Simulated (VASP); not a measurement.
# Ta (Pm-3n) in VASP: single point with PBE

Aim: the single point of Ta with PBE.

All numbers are computed with VASP 6.6.1; they aren't measurements. Logs are shortened: lines on timing, memory, paths and dates and some standing lists are left out, and cuts for length are marked.

### Step 1. The cell of the first run

It takes space group Pm-3n (No. 223, cubic). Conventional cell: a = 5.313 Å, b = 5.313 Å, c = 5.313 Å, α = 90.00°, β = 90.00°, γ = 90.00°. Within 3.9 Å of Ta (site symmetry m-3) lie 12 Ta at 2.97 Å. Ta (site symmetry -4m2) has 14 Ta at 2.66 to 3.25 Å within 3.5 Å.

### Step 2. Single point, PBE

Contents of INCAR:

```
  PREC = Accurate
  ENCUT = 500
  EDIFF = 1E-6
  ISMEAR = 0
  SIGMA = 0.03
  LREAL = False
  LASPH = True
  NELM = 120
  ALGO = Normal
  ISIF = 2
  LWAVE = False
  LCHARG = True
  GGA = PE
  LELF = True
  LVHAR = True
  NBANDS = 54
  GGA_COMPAT = False
```

Contents of KPOINTS:

```
regular mesh
0
Gamma
  10 10 10
```

Contents of POSCAR:

```
Ta
1.0
    5.3126229143      0.0000000000      0.0000000000
    0.0000000000      5.3126229143      0.0000000000
    0.0000000000      0.0000000000      5.3126229143
Ta
8
Direct
    0.0000000000      0.0000000000      0.0000000000
    0.5000000000      0.5000000000      0.5000000000
    0.2500000000      0.0000000000      0.5000000000
    0.7500000000      0.0000000000      0.5000000000
    0.5000000000      0.7500000000      0.0000000000
    0.5000000000      0.2500000000      0.0000000000
    0.0000000000      0.5000000000      0.7500000000
    0.0000000000      0.5000000000      0.2500000000
```

Potentials or basis: VASP PAW PBE potentials, release 64 (Ta_pv).

On the command line:

```
> cat potpaw_PBE.64/Ta_pv/POTCAR > POTCAR
> mpirun -np 1 vasp_std > vasp.out
```

OUTCAR:

```text
PREC = Accurate
   ENCUT = 500
   EDIFF = 1E-6
   ISMEAR = 0
   LREAL = False
   LASPH = True
   NELM = 120
   ISIF = 2
   GGA = PE

 ion  position               nearest neighbor table
   1  0.000  0.000  0.000-   3 2.97   4 2.97   5 2.97   6 2.97   7 2.97   8 2.97   3 2.97   4 2.97
                             7 2.97   8 2.97   5 2.97   6 2.97
   2  0.500  0.500  0.500-   3 2.97   4 2.97   5 2.97   6 2.97   7 2.97   8 2.97   5 2.97   6 2.97
                             3 2.97   4 2.97   7 2.97   8 2.97
   3  0.250  0.000  0.500-   4 2.66   4 2.66   1 2.97   1 2.97   2 2.97   2 2.97   8 3.25   5 3.25
                             5 3.25   6 3.25   6 3.25   7 3.25   8 3.25   7 3.25
   4  0.750  0.000  0.500-   3 2.66   3 2.66   1 2.97   1 2.97   2 2.97   2 2.97   8 3.25   5 3.25
                             5 3.25   6 3.25   6 3.25   7 3.25   8 3.25   7 3.25
   5  0.500  0.750  0.000-   6 2.66   6 2.66   1 2.97   2 2.97   2 2.97   1 2.97   8 3.25   4 3.25
                             3 3.25   4 3.25   3 3.25   7 3.25   7 3.25   8 3.25
   6  0.500  0.250  0.000-   5 2.66   5 2.66   1 2.97   2 2.97   2 2.97   1 2.97   8 3.25   4 3.25
                             3 3.25   4 3.25   3 3.25   7 3.25   7 3.25   8 3.25
   7  0.000  0.500  0.750-   8 2.66   8 2.66   1 2.97   2 2.97   1 2.97   2 2.97   3 3.25   4 3.25
                             5 3.25   3 3.25   4 3.25   6 3.25   5 3.25   6 3.25
   8  0.000  0.500  0.250-   7 2.66   7 2.66   1 2.97   2 2.97   1 2.97   2 2.97   3 3.25   4 3.25
                             5 3.25   3 3.25   4 3.25   6 3.25   5 3.25   6 3.25

  LATTYP: Found a simple cubic cell.
 ALAT       =     5.3126229143

  Lattice vectors:

 A1 = (   5.3126229143,   0.0000000000,   0.0000000000)
 A2 = (   0.0000000000,   5.3126229143,   0.0000000000)
 A3 = (   0.0000000000,   0.0000000000,   5.3126229143)

Analysis of symmetry for initial positions (statically):
=====================================================================
 Subroutine PRICEL returns:
 Original cell was already a primitive cell.

 Routine SETGRP: Setting up the symmetry group for a
 simple cubic supercell.

 Subroutine GETGRP returns: Found 48 space group operations
 (whereof 24 operations were pure point group operations)
 out of a pool of 48 trial point group operations.

The static configuration has the point symmetry T_h .
 The point group associated with its full space group is O_h .

Analysis of symmetry for dynamics (positions and initial velocities):
=====================================================================
 Subroutine PRICEL returns:
 Original cell was already a primitive cell.

 Routine SETGRP: Setting up the symmetry group for a
 simple cubic supercell.

 Subroutine GETGRP returns: Found 48 space group operations
 (whereof 24 operations were pure point group operations)
 out of a pool of 48 trial point group operations.

The dynamic configuration has the point symmetry T_h .
 The point group associated with its full space group is O_h .

 Subroutine INISYM returns: Found 48 space group operations
 (whereof 24 operations are pure point group operations),
 and found     1 'primitive' translations

----------------------------------------------------------------------------------------

                                     Primitive cell

  volume of cell :     149.9433

  direct lattice vectors                    reciprocal lattice vectors
     5.312622914  0.000000000  0.000000000     0.188230939  0.000000000  0.000000000
     0.000000000  5.312622914  0.000000000     0.000000000  0.188230939  0.000000000
     0.000000000  0.000000000  5.312622914     0.000000000  0.000000000  0.188230939

  length of vectors
     5.312622914  5.312622914  5.312622914     0.188230939  0.188230939  0.188230939

  position of ions in fractional coordinates (direct lattice)
     0.000000000  0.000000000  0.000000000
     0.500000000  0.500000000  0.500000000
     0.250000000  0.000000000  0.500000000
     0.750000000  0.000000000  0.500000000
     0.500000000  0.750000000  0.000000000
     0.500000000  0.250000000  0.000000000
     0.000000000  0.500000000  0.750000000
     0.000000000  0.500000000  0.250000000

  ion indices of the primitive-cell ions
   primitive index   ion index
                 1           1
                 2           2
                 3           3
                 4           4
                 5           5
                 6           6
                 7           7
                 8           8

----------------------------------------------------------------------------------------

 KPOINTS: regular mesh

Automatic generation of k-mesh.
 Grid dimensions read from file:
 generate k-points for:   10   10   10

 Generating k-lattice:

  Cartesian coordinates                     Fractional coordinates (reciprocal lattice)
     0.018823094  0.000000000  0.000000000     0.100000000  0.000000000  0.000000000
     0.000000000  0.018823094  0.000000000     0.000000000  0.100000000  0.000000000
     0.000000000  0.000000000  0.018823094     0.000000000  0.000000000  0.100000000

  Length of vectors
     0.018823094  0.018823094  0.018823094

  Shift w.r.t. Gamma in fractional coordinates (k-lattice)
     0.000000000  0.000000000  0.000000000

 Subroutine IBZKPT returns following result:
 ===========================================

 Found     56 irreducible k-points:

 Following reciprocal coordinates:
            Coordinates               Weight
  0.000000  0.000000  0.000000      1.000000
  0.100000  0.000000  0.000000      6.000000
  0.200000  0.000000  0.000000      6.000000
  0.300000  0.000000  0.000000      6.000000
  0.400000  0.000000  0.000000      6.000000
  0.500000  0.000000  0.000000      3.000000
[... 16 lines left out ...]
  0.200000  0.100000  0.100000     24.000000
  0.300000  0.100000  0.100000     24.000000
 [... further k-points ...]
   k-points           NKPTS =     56   k-points in BZ     NKDIM =     56   number of bands    NBANDS=     54
   number of dos      NEDOS =    301   number of ions     NIONS =      8
   total plane-waves  NPLWV =  64000
   dimension x,y,z NGX =    40 NGY =   40 NGZ =   40
   dimension x,y,z NGXF=    80 NGYF=   80 NGZF=   80
   ions per type =               8
   NGX,Y,Z   is equivalent  to a cutoff of  12.52, 12.52, 12.52 a.u.
   NGXF,Y,Z  is equivalent  to a cutoff of  25.03, 25.03, 25.03 a.u.
 SYSTEM =  unknown system
   PREC   = accura    normal or accurate (medium, high low for compatibility)
   ISTART =      0    job   : 0-new  1-cont  2-samecut
   ICHARG =      2    charge: 1-file 2-atom 10-const
   ISPIN  =      1    spin polarized calculation?
   LNONCOLLINEAR =      F non collinear calculations
   LSORBIT =      F    spin-orbit coupling
   LASPH  =      T    aspherical Exc in radial PAW
   ENCUT  =  500.0 eV  36.75 Ry    6.06 a.u.   9.69  9.69  9.69*2*pi/ulx,y,z
   NELM   =    120;   NELMIN=  2; NELMDL= -5     # of ELM steps
   EDIFF  = 0.1E-05   stopping-criterion for ELM
   LREAL  =      F    real-space projection
   EDIFFG = 0.1E-04   stopping-criterion for IOM
   NSW    =      0    number of steps for IOM
   IBRION =     -1    ionic relax: 0-MD 1-quasi-New 2-CG
   NFREE  =      0    steps in history (QN), initial steepest desc. (CG)
   ISIF   =      2    stress and relaxation
   ISYM   =      2    0-nonsym 1-usesym 2-fastsym
   POTIM  = 0.5000    time-step for ionic-motion
   TEBEG  =    0.0;   TEEND  =   0.0 temperature during run
   PSTRESS=    0.0 pullay stress
   NELECT =      88.0000    total number of electrons
   NUPDOWN=      -1.0000    fix difference up-down
   EMIN   =  10.00;   EMAX   =-10.00  energy-range for DOS
   EFERMI =   0.00;   METHOD = LEGACY
   ISMEAR =     0;   SIGMA  =   0.03  broadening in eV -4-tet -1-fermi 0-gaus
   EFERMI_NEDOS =   21; number of points for ismear=-14 and -15
   IALGO  =     38    algorithm
   IMIX   =      4    mixing-type and parameters
     AMIX     =   0.40;   BMIX     =  1.00
     AMIX_MAG =   1.60;   BMIX_MAG =  1.00
  volume/ion in A,a.u.               =      18.74       126.48
  Fermi-wavevector in a.u.,A,eV,Ry     =   1.370651  2.590154 25.561031  1.878683
  Thomas-Fermi vector in A             =   2.496418
   LORBIT       =      0    0 simple, 1 ext, 2 COOP (PROOUT), +10 PAW based schemes
   GGA     = PE    functional components
   LHFCALC =     F    Hartree Fock is set to
   AEXX    =    0.0000 exact exchange contribution
   IVDW    =     0    specifies the selected vdW correction
   LEPSILON=     F    determine dielectric tensor
   LRPA    =     F    only Hartree local field effects (RPA)
 non-spin polarized calculation
 Gauss-broadening in eV      SIGMA  =   0.03
  energy-cutoff  :      500.00
  volume of cell :      149.94
 maximum number of plane-waves:      3840
 NGX is ok and might be reduce to    40
   NGX = 19   NGY = 19   NGZ = 19

 number of electron      87.9999967 magnetization

 Free energy of the ion-electron system (eV)
  ---------------------------------------------------
  ext. energy  EPLUGINS =         0.00000000
  ---------------------------------------------------
  free energy    TOTEN  =       -94.27585298 eV

  energy without entropy =      -94.27405190  energy(sigma->0) =      -94.27495244

 E-fermi :   5.2274     XC(G=0): -12.4143

 val. band max:        5.2263623309   @ k =   0.2000   0.2000   0.0000
 cond. band min:       5.2393607412   @ k =   0.4000   0.4000   0.0000
 fundamental gap:      0.0129984103
 Fermi energy:         5.2274205004

 k-point     1 :       0.0000    0.0000    0.0000
  band No.  band energies     occupation
      1     -29.4127      2.00000
      2     -29.4127      2.00000
      3     -29.2934      2.00000
      4     -29.0341      2.00000
      5     -29.0341      2.00000
      6     -29.0341      2.00000
[... 46 lines left out ...]
     53       8.2715      0.00000
     54       8.2761      0.00000
[... 1309 lines left out ...]
     53       8.0966      0.00000
     54       8.1517      0.00000

 [... further k-points ...]

------------------------ aborting loop because EDIFF is reached ----------------------------------------

  FORCE on cell =-STRESS in cart. coord.  units (eV):
  Direction    XX          YY          ZZ          XY          YZ          ZX
  --------------------------------------------------------------------------------------
  -------------------------------------------------------------------------------------
  Total        0.0717078      0.0717078      0.0717078      0.0000000      0.0000000      0.0000000
  in kB        0.7662137      0.7662137      0.7662137      0.0000000      0.0000000      0.0000000
  external PRESSURE =       0.7662137 kB  Pullay stress =       0.0000000 kB

 VOLUME and BASIS-vectors are now :
 -----------------------------------------------------------------------------
  energy-cutoff  :      500.00
  volume of cell :      149.94
      direct lattice vectors                 reciprocal lattice vectors
     5.312622914  0.000000000  0.000000000     0.188230939  0.000000000  0.000000000
     0.000000000  5.312622914  0.000000000     0.000000000  0.188230939  0.000000000
     0.000000000  0.000000000  5.312622914     0.000000000  0.000000000  0.188230939

 POSITION                                       TOTAL-FORCE (eV/Angst)
 -----------------------------------------------------------------------------------
      0.00000      0.00000      0.00000         0.000000      0.000000      0.000000
      2.65631      2.65631      2.65631         0.000000      0.000000      0.000000
      1.32816      0.00000      2.65631         0.000000     -0.000000     -0.000000
      3.98447      0.00000      2.65631        -0.000000     -0.000000     -0.000000
      2.65631      3.98447      0.00000         0.000000      0.000000     -0.000000
      2.65631      1.32816      0.00000        -0.000000     -0.000000      0.000000
      0.00000      2.65631      3.98447        -0.000000      0.000000      0.000000
      0.00000      2.65631      1.32816        -0.000000     -0.000000     -0.000000
 -----------------------------------------------------------------------------------
    total drift:                               -0.000000     -0.000000      0.000000

  FREE ENERGIE OF THE ION-ELECTRON SYSTEM (eV)
  ---------------------------------------------------
  free  energy   TOTEN  =       -94.2758529786 eV

  energy  without entropy=      -94.2740518983  energy(sigma->0) =      -94.27495244
```

Run time: 7.3 min. Hardware: 1 thread of Oxide Virtual Turin-like, shared host; peak memory 0.39 GiB.

What came out:

- Free energy: -94.2759 eV
- Pressure: 0.1 GPa
- Band gap on the k mesh: zero (bands 44 and 45 overlap by 0.36 eV)

Caveat: spin-orbit coupling is left out, which moves the levels of the heavy elements.
